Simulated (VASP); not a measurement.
# Hg (P6_3/mmc) in VASP: notebook

Hg is run at these levels: PBEsol+D3(BJ); tasks: single point.

All numbers are computed with VASP 6.6.1; they aren't measurements. Logs are shortened: lines on timing, memory, paths and dates and some standing lists are left out, and cuts for length are marked.

### Step 1. The cell of the first run

Symmetry: P6_3/mmc, No. 194, hexagonal system. Conventional cell: a = 2.996 Å, b = 2.996 Å, c = 5.783 Å, α = 90.00°, β = 90.00°, γ = 120.00°. Within 3.9 Å of Hg (site symmetry -6m2) lie 12 Hg at 3.00 to 3.37 Å.

### Step 2. Single point, PBEsol+D3(BJ)

INCAR

```
PREC = Accurate
ENCUT = 520
EDIFF = 1E-7
ISMEAR = 0
SIGMA = 0.15
LREAL = False
LASPH = True
NELM = 100
ALGO = Fast
ISIF = 2
LWAVE = False
LCHARG = False
GGA = PS
IVDW = 12
NBANDS = 19
```

KPOINTS

```
Automatic mesh
0
Gamma
  18 18 10
```

POSCAR

```
Hg
1.0
    2.9964000000      0.0000000000      0.0000000000
   -1.4982000000      2.5949585199      0.0000000000
    0.0000000000      0.0000000000      5.7834000000
Hg
2
Direct
    0.6666666667      0.3333333333      0.7500000000
    0.3333333333      0.6666666667      0.2500000000
```

Potentials or basis: VASP PAW PBE potentials, release 64 (Hg).

Started as:

```console
$ cat potpaw_PBE.64/Hg/POTCAR > POTCAR
$ mpirun -np 1 vasp_std > vasp.out
```

OUTCAR:

```text
PREC = Accurate
   ENCUT = 520
   EDIFF = 1E-7
   ISMEAR = 0
   LREAL = False
   LASPH = True
   NELM = 100
   ISIF = 2
   GGA = PS
   IVDW = 12
 IVDW          = 12

 ion  position               nearest neighbor table
   1  0.667  0.333  0.750-   2 3.37   2 3.37   2 3.37   2 3.37   2 3.37   2 3.37
   2  0.333  0.667  0.250-   1 3.37   1 3.37   1 3.37   1 3.37   1 3.37   1 3.37

  LATTYP: Found a hexagonal cell.
 ALAT       =     2.9964000000
 C/A-ratio  =     1.9301161394

  Lattice vectors:

 A1 = (   2.9964000000,   0.0000000000,   0.0000000000)
 A2 = (  -1.4982000000,   2.5949585199,   0.0000000000)
 A3 = (   0.0000000000,   0.0000000000,   5.7834000000)

Analysis of symmetry for initial positions (statically):
=====================================================================
 Subroutine PRICEL returns:
 Original cell was already a primitive cell.

 Routine SETGRP: Setting up the symmetry group for a
 hexagonal supercell.

 Subroutine GETGRP returns: Found 24 space group operations
 (whereof 12 operations were pure point group operations)
 out of a pool of 24 trial point group operations.

The static configuration has the point symmetry D_3d.
 The point group associated with its full space group is D_6h.

Analysis of symmetry for dynamics (positions and initial velocities):
=====================================================================
 Subroutine PRICEL returns:
 Original cell was already a primitive cell.

 Routine SETGRP: Setting up the symmetry group for a
 hexagonal supercell.

 Subroutine GETGRP returns: Found 24 space group operations
 (whereof 12 operations were pure point group operations)
 out of a pool of 24 trial point group operations.

The dynamic configuration has the point symmetry D_3d.
 The point group associated with its full space group is D_6h.

 Subroutine INISYM returns: Found 24 space group operations
 (whereof 12 operations are pure point group operations),
 and found     1 'primitive' translations

----------------------------------------------------------------------------------------

                                     Primitive cell

  volume of cell :      44.9690

  direct lattice vectors                    reciprocal lattice vectors
     2.996400000  0.000000000  0.000000000     0.333733814  0.192681307  0.000000000
    -1.498200000  2.594958520  0.000000000     0.000000000  0.385362615  0.000000000
     0.000000000  0.000000000  5.783400000     0.000000000  0.000000000  0.172908670

[... 82 lines left out ...]
   NELM   =    100;   NELMIN=  2; NELMDL= -5     # of ELM steps
   EDIFF  = 0.1E-06   stopping-criterion for ELM
   LREAL  =      F    real-space projection
   EDIFFG = 0.1E-05   stopping-criterion for IOM
   NSW    =      0    number of steps for IOM
   IBRION =     -1    ionic relax: 0-MD 1-quasi-New 2-CG
   NFREE  =      0    steps in history (QN), initial steepest desc. (CG)
   ISIF   =      2    stress and relaxation
   ISYM   =      2    0-nonsym 1-usesym 2-fastsym
   POTIM  = 0.5000    time-step for ionic-motion
   TEBEG  =    0.0;   TEEND  =   0.0 temperature during run
   PSTRESS=    0.0 pullay stress
   NELECT =      24.0000    total number of electrons
   NUPDOWN=      -1.0000    fix difference up-down
   EMIN   =  10.00;   EMAX   =-10.00  energy-range for DOS
   EFERMI =   0.00;   METHOD = LEGACY
   ISMEAR =     0;   SIGMA  =   0.15  broadening in eV -4-tet -1-fermi 0-gaus
   EFERMI_NEDOS =   21; number of points for ismear=-14 and -15
   IALGO  =     68    algorithm
   IMIX   =      4    mixing-type and parameters
     AMIX     =   0.40;   BMIX     =  1.00
     AMIX_MAG =   1.60;   BMIX_MAG =  1.00
  volume/ion in A,a.u.               =      22.48       151.73
  Fermi-wavevector in a.u.,A,eV,Ry     =   1.327927  2.509418 23.992368  1.763389
  Thomas-Fermi vector in A             =   2.457202
   LORBIT       =      0    0 simple, 1 ext, 2 COOP (PROOUT), +10 PAW based schemes
   GGA     = PS    functional components
   LHFCALC =     F    Hartree Fock is set to
   AEXX    =    0.0000 exact exchange contribution
   IVDW    =    12    specifies the selected vdW correction
   LEPSILON=     F    determine dielectric tensor
   LRPA    =     F    only Hartree local field effects (RPA)
 non-spin polarized calculation
 RMM-DIIS sequential band-by-band and
 Gauss-broadening in eV      SIGMA  =   0.15
  energy-cutoff  :      520.00
  volume of cell :       44.97
 maximum number of plane-waves:      1233
 NGX is ok and might be reduce to    24
   NGX = 11   NGY = 11   NGZ = 21

 number of electron      24.0000004 magnetization

 Free energy of the ion-electron system (eV)
  ---------------------------------------------------
  ext. energy  EPLUGINS =         0.00000000
  ---------------------------------------------------
  free energy    TOTEN  =        -1.03191502 eV

  energy without entropy =       -1.02187024  energy(sigma->0) =       -1.02689263

 E-fermi :   3.0573     XC(G=0): -11.3023

 val. band max:        3.0375973683   @ k =   0.3333   0.1667   0.1000
 cond. band min:       3.0667336974   @ k =   0.3333   0.2778   0.0000
 fundamental gap:      0.0291363291
 Fermi energy:         3.0573332908

 k-point     1 :       0.0000    0.0000    0.0000
  band No.  band energies     occupation
      1      -6.6783      2.00000
      2      -5.8113      2.00000
      3      -4.6448      2.00000
      4      -4.2611      2.00000
      5      -4.2611      2.00000
      6      -4.1896      2.00000
[... 505 lines left out ...]
      6      -3.8557      2.00000
[... 11 lines left out ...]
     18      14.4001      0.00000
     19      15.5094      0.00000

 [... further k-points ...]

------------------------ aborting loop because EDIFF is reached ----------------------------------------

 Edisp (eV)   -0.88940

 E8    (eV) :    -0.6034

  FORCE on cell =-STRESS in cart. coord.  units (eV):
  Direction    XX          YY          ZZ          XY          YZ          ZX
  --------------------------------------------------------------------------------------
  -------------------------------------------------------------------------------------
  Total       0.05667     0.05667    -0.66409     0.00000     0.00000     0.00000
  in kB       2.01899     2.01899   -23.66052     0.00000     0.00000     0.00000
  external pressure =       -6.54 kB  Pullay stress =        0.00 kB

 VOLUME and BASIS-vectors are now :
 -----------------------------------------------------------------------------
  energy-cutoff  :      520.00
  volume of cell :       44.97
      direct lattice vectors                 reciprocal lattice vectors
     2.996400000  0.000000000  0.000000000     0.333733814  0.192681307  0.000000000
    -1.498200000  2.594958520  0.000000000     0.000000000  0.385362615  0.000000000
     0.000000000  0.000000000  5.783400000     0.000000000  0.000000000  0.172908670

 POSITION                                       TOTAL-FORCE (eV/Angst)
 -----------------------------------------------------------------------------------
      1.49820      0.86499      4.33755        -0.000000     -0.000000      0.000000
     -0.00000      1.72997      1.44585         0.000000      0.000000      0.000000
 -----------------------------------------------------------------------------------
    total drift:                               -0.000000      0.000000     -0.000000

  FREE ENERGIE OF THE ION-ELECTRON SYSTEM (eV)
  ---------------------------------------------------
  free  energy   TOTEN  =        -1.9213124743 eV

  energy  without entropy=       -1.9112676949  energy(sigma->0) =       -1.91629008
```

stdout:

```text
POSCAR found type information on POSCAR Hg
 POSCAR found :  1 types and       2 ions
 scaLAPACK will be used
 -----------------------------------------------------------------------------
|                                                                             |
|                                                                             |
|     You enforced a specific xc type in the INCAR file but a different       |
|     I HOPE YOU KNOW WHAT YOU ARE DOING!                                     |
|                                                                             |
 -----------------------------------------------------------------------------

 LDA part: xc-table for (Slater+PW92), standard interpolation
 POSCAR, INCAR and KPOINTS ok, starting setup
 FFT: planning ... GRIDC
 FFT: planning ... GRID_SOFT
 FFT: planning ... GRID
 WAVECAR not read
 entering main loop
```

Wall time 2.6 min (1 thread of Intel Xeon 8259CL, shared host); peak memory 0.29 GiB.

What came out:

```yaml
Free_energy: -1.9213 eV
Pressure: -0.7 GPa
Band_gap_on_the_k_mesh: zero (bands 12 and 13 overlap by 3.11 eV)
Dispersion_energy_per_atom: -0.445 eV
```

Levels at points of the mesh, in eV from the Fermi level:
```tsv
k point	band 8	band 9	band 10	band 11	band 12	band 13	band 14	band 15	band 16	band 17
(0.00, 0.00, 0.00)	-6.44	-6.44	-6.08	-6.08	-3.31	-2.64	10.05	14.20	15.49	15.53
(0.50, 0.00, 0.00)	-6.16	-5.65	-5.62	-1.89	-1.59	1.71	1.99	3.70	6.65	8.80
(0.00, 0.00, 0.50)	-7.01	-6.24	-6.24	-6.24	-6.24	3.80	3.80	14.55	14.55	16.29
(0.50, 0.00, 0.50)	-6.17	-5.63	-5.63	-1.13	-1.13	-0.19	-0.19	7.98	7.98	10.50
```

Caveat: the PAW data sets were made with another functional, which shifts forces and pressure a little; spin-orbit coupling is left out, which moves the levels of the heavy elements.

### Step 3. Single point, PBEsol+D3(BJ)

This run uses another cell than the first one, of 22.56 Å³/atom.

INCAR

```
SYSTEM = Hg
PREC = Accurate ; ENCUT = 520
EDIFF = 1E-6 ; ISMEAR = 0
SIGMA = 0.15 ; LREAL = .False.
LASPH = .True. ; NELM = 80
ALGO = Fast ; ISIF = 2
LWAVE = .False. ; LCHARG = .False.
GGA = PS ; IVDW = 12
NBANDS = 19
```

KPOINTS

```
Automatic mesh
0
Gamma
  18 18 10
  0 0 0
```

POSCAR

```
Hg
1.0
    3.1540667384      0.0000000000      0.0000000000
   -1.5770333692      2.7315019207      0.0000000000
    0.0000000000      0.0000000000      5.2374000000
Hg
2
Direct
    0.6666666667      0.3333333333      0.7500000000
    0.3333333333      0.6666666667      0.2500000000
```

Potentials or basis: VASP PAW PBE potentials, release 64 (Hg).

Started as:

```console
$ cat potpaw_PBE.64/Hg/POTCAR > POTCAR
$ mpirun -np 1 vasp_std > vasp.out
```

OUTCAR:

```text
SYSTEM = Hg
   PREC = Accurate
   ENCUT = 520
   EDIFF = 1E-6
   ISMEAR = 0
   LREAL = .False.
   LASPH = .True.
   NELM = 80
   ISIF = 2
   GGA = PS
   IVDW = 12
 IVDW          = 12

 ion  position               nearest neighbor table
   1  0.667  0.333  0.750-   2 3.19   2 3.19   2 3.19   2 3.19   2 3.19   2 3.19
   2  0.333  0.667  0.250-   1 3.19   1 3.19   1 3.19   1 3.19   1 3.19   1 3.19

  LATTYP: Found a hexagonal cell.
 ALAT       =     3.1540667384
 C/A-ratio  =     1.6605228850

  Lattice vectors:

 A1 = (   3.1540667384,   0.0000000000,   0.0000000000)
 A2 = (  -1.5770333692,   2.7315019207,   0.0000000000)
 A3 = (   0.0000000000,   0.0000000000,   5.2374000000)

Analysis of symmetry for initial positions (statically):
=====================================================================
 Subroutine PRICEL returns:
 Original cell was already a primitive cell.

 Routine SETGRP: Setting up the symmetry group for a
 hexagonal supercell.

 Subroutine GETGRP returns: Found 24 space group operations
 (whereof 12 operations were pure point group operations)
 out of a pool of 24 trial point group operations.

The static configuration has the point symmetry D_3d.
 The point group associated with its full space group is D_6h.

Analysis of symmetry for dynamics (positions and initial velocities):
=====================================================================
 Subroutine PRICEL returns:
 Original cell was already a primitive cell.

 Routine SETGRP: Setting up the symmetry group for a
 hexagonal supercell.

 Subroutine GETGRP returns: Found 24 space group operations
 (whereof 12 operations were pure point group operations)
 out of a pool of 24 trial point group operations.

The dynamic configuration has the point symmetry D_3d.
 The point group associated with its full space group is D_6h.

 Subroutine INISYM returns: Found 24 space group operations
 (whereof 12 operations are pure point group operations),
 and found     1 'primitive' translations
[... 112 lines left out ...]
   IALGO  =     68    algorithm
   IMIX   =      4    mixing-type and parameters
     AMIX     =   0.40;   BMIX     =  1.00
     AMIX_MAG =   1.60;   BMIX_MAG =  1.00
  volume/ion in A,a.u.               =      22.56       152.25
  Fermi-wavevector in a.u.,A,eV,Ry     =   1.326424  2.506579 23.938117  1.759402
  Thomas-Fermi vector in A             =   2.455812
   LORBIT       =      0    0 simple, 1 ext, 2 COOP (PROOUT), +10 PAW based schemes
   GGA     = PS    functional components
   LHFCALC =     F    Hartree Fock is set to
   AEXX    =    0.0000 exact exchange contribution
   IVDW    =    12    specifies the selected vdW correction
   LEPSILON=     F    determine dielectric tensor
   LRPA    =     F    only Hartree local field effects (RPA)
 non-spin polarized calculation
 RMM-DIIS sequential band-by-band and
 Gauss-broadening in eV      SIGMA  =   0.15
  energy-cutoff  :      520.00
  volume of cell :       45.12
 maximum number of plane-waves:      1236
 NGX is ok and might be reduce to    24
   NGX = 11   NGY = 11   NGZ = 19

 number of electron      24.0000004 magnetization

 Free energy of the ion-electron system (eV)
  ---------------------------------------------------
  ext. energy  EPLUGINS =         0.00000000
  ---------------------------------------------------
  free energy    TOTEN  =        -1.06892100 eV

  energy without entropy =       -1.05842451  energy(sigma->0) =       -1.06367275

 E-fermi :   2.7926     XC(G=0): -11.3013

 val. band max:        2.7791449332   @ k =   0.4444   0.1111   0.5000
 cond. band min:       2.7958964025   @ k =   0.3333   0.2778   0.4000
 fundamental gap:      0.0167514693
 Fermi energy:         2.7925743490

 k-point     1 :       0.0000    0.0000    0.0000
  band No.  band energies     occupation
      1      -6.5584      2.00000
      2      -5.3613      2.00000
      3      -4.2626      2.00000
      4      -4.1396      2.00000
      5      -4.1396      2.00000
      6      -3.9983      2.00000
[... 505 lines left out ...]
      6      -3.8202      2.00000
[... 11 lines left out ...]
     18      14.1451      0.00000
     19      14.9579      0.00000

 [... further k-points ...]

------------------------ aborting loop because EDIFF is reached ----------------------------------------

 Edisp (eV)   -0.88592

 E8    (eV) :    -0.6010

  FORCE on cell =-STRESS in cart. coord.  units (eV):
  Direction    XX          YY          ZZ          XY          YZ          ZX
  --------------------------------------------------------------------------------------
  -------------------------------------------------------------------------------------
  Total      -0.28522    -0.28522    -0.33804    -0.00000    -0.00000     0.00000
  in kB     -10.12751   -10.12751   -12.00313    -0.00000    -0.00000     0.00000
  external pressure =      -10.75 kB  Pullay stress =        0.00 kB

 VOLUME and BASIS-vectors are now :
 -----------------------------------------------------------------------------
  energy-cutoff  :      520.00
  volume of cell :       45.12
      direct lattice vectors                 reciprocal lattice vectors
     3.154066738  0.000000000  0.000000000     0.317050996  0.183049478  0.000000000
    -1.577033369  2.731501921  0.000000000     0.000000000  0.366098955  0.000000000
     0.000000000  0.000000000  5.237400000     0.000000000  0.000000000  0.190934433

 POSITION                                       TOTAL-FORCE (eV/Angst)
 -----------------------------------------------------------------------------------
      1.57703      0.91050      3.92805        -0.000000      0.000000      0.000000
     -0.00000      1.82100      1.30935         0.000000     -0.000000      0.000000
 -----------------------------------------------------------------------------------
    total drift:                                0.000000     -0.000000      0.000000

  FREE ENERGIE OF THE ION-ELECTRON SYSTEM (eV)
  ---------------------------------------------------
  free  energy   TOTEN  =        -1.9548403503 eV

  energy  without entropy=       -1.9443438590  energy(sigma->0) =       -1.94959210
```

Run time: 1.8 min. Hardware: 1 thread of Intel Xeon 8259CL, shared host; peak memory 0.28 GiB.

What came out:

```
Free energy                : -1.9548 eV
Pressure                   : -1.1 GPa
Band gap on the k mesh     : zero (bands 12 and 13 overlap by 1.88 eV)
Dispersion energy per atom : -0.443 eV
```

Levels at points of the mesh, in eV from the Fermi level:
```tsv
k point	band 9	band 10	band 11	band 12	band 13	band 14	band 15	band 16
(0.00, 0.00, 0.00)	-6.50	-5.80	-5.80	-1.82	-1.57	13.33	13.33	13.35
(0.50, 0.00, 0.00)	-5.68	-5.59	-2.21	-2.18	2.87	2.92	4.12	7.35
(0.00, 0.00, 0.50)	-6.04	-6.04	-6.04	-6.04	6.58	6.58	13.62	13.62
(0.50, 0.00, 0.50)	-5.62	-5.62	-1.25	-1.25	-0.22	-0.22	9.62	9.62
```

Caveat: the PAW data sets were made with another functional, which shifts forces and pressure a little; spin-orbit coupling is left out, which moves the levels of the heavy elements.

### Step 4. Single point, PBEsol+D3(BJ)

This run uses another cell than the first one, of 22.60 Å³/atom.

INCAR: that of step 3 with these lines changed.

```diff
@@ -2,3 +2,3 @@
 PREC = Accurate ; ENCUT = 520
-EDIFF = 1E-6 ; ISMEAR = 0
+EDIFF = 1E-7 ; ISMEAR = 0
 SIGMA = 0.15 ; LREAL = .False.
```

KPOINTS is that of step 3.

POSCAR

```
Hg
1.0
    3.2723000000      0.0000000000      0.0000000000
   -1.6361500000      2.8338949288      0.0000000000
    0.0000000000      0.0000000000      4.8734000000
Hg
2
Direct
    0.6666666667      0.3333333333      0.7500000000
    0.3333333333      0.6666666667      0.2500000000
```

Started as:

```console
$ cat potpaw_PBE.64/Hg/POTCAR > POTCAR
$ mpirun -np 1 vasp_std > vasp.out
```

Wall time 2.3 min (1 thread of Intel Xeon 8259CL, shared host); peak memory 0.28 GiB.

It converged, with:

| Property | Result |
| --- | --- |
| Free energy | -1.9570 eV |
| Pressure | -0.9 GPa |
| Band gap on the k mesh | zero (bands 12 and 13 overlap by 1.10 eV) |
| Dispersion energy per atom | -0.442 eV |

Stress tensor (GPa, compression positive):
```
-0.88  0.00  0.00
 0.00 -0.88  0.00
 0.00  0.00 -1.08
```

Levels at points of the mesh, in eV from the Fermi level:
```csv
k point,band 10,band 11,band 12,band 13,band 14,band 15
"(0.00, 0.00, 0.00)",-5.82,-5.82,-1.27,-0.37,11.69,11.69
"(0.50, 0.00, 0.00)",-5.60,-2.80,-2.70,3.55,3.79,4.39
"(0.00, 0.00, 0.50)",-6.06,-6.06,-6.06,8.69,8.69,12.74
"(0.50, 0.00, 0.50)",-5.83,-1.58,-1.58,-0.27,-0.27,8.92
```

Caveat: the PAW data sets were made with another functional, which shifts forces and pressure a little; spin-orbit coupling is left out, which moves the levels of the heavy elements.

### Step 5. The runs side by side

```csv
cell,further INCAR settings,gap on the mesh (eV),pressure (GPa)
"a = 2.996, b = 2.996, c = 5.783 Å, angles 90.0, 90.0, 120.0°, 2 atoms",ALGO = Fast; EDIFF = 1e-07; NBANDS = 19,none,-0.7
"a = 3.154, b = 3.154, c = 5.237 Å, angles 90.0, 90.0, 120.0°, 2 atoms",ALGO = Fast; EDIFF = 1e-06; NBANDS = 19,none,-1.1
"a = 3.272, b = 3.272, c = 4.873 Å, angles 90.0, 90.0, 120.0°, 2 atoms",ALGO = Fast; EDIFF = 1e-07; NBANDS = 19,none,-0.9
```

Alike in all rows: task single point; level PBEsol+D3(BJ); potentials or basis VASP PAW PBE potentials, release 64 (Hg); no spin polarisation; k mesh 18 × 18 × 10; cutoff (eV) 520; smearing gaussian 0.15 eV.

Caveats: the PAW data sets were made with another functional, which shifts forces and pressure a little; spin-orbit coupling is left out, which moves the levels of the heavy elements.

Total energies depend on the potentials used, so only differences within one code and one set of settings carry meaning.
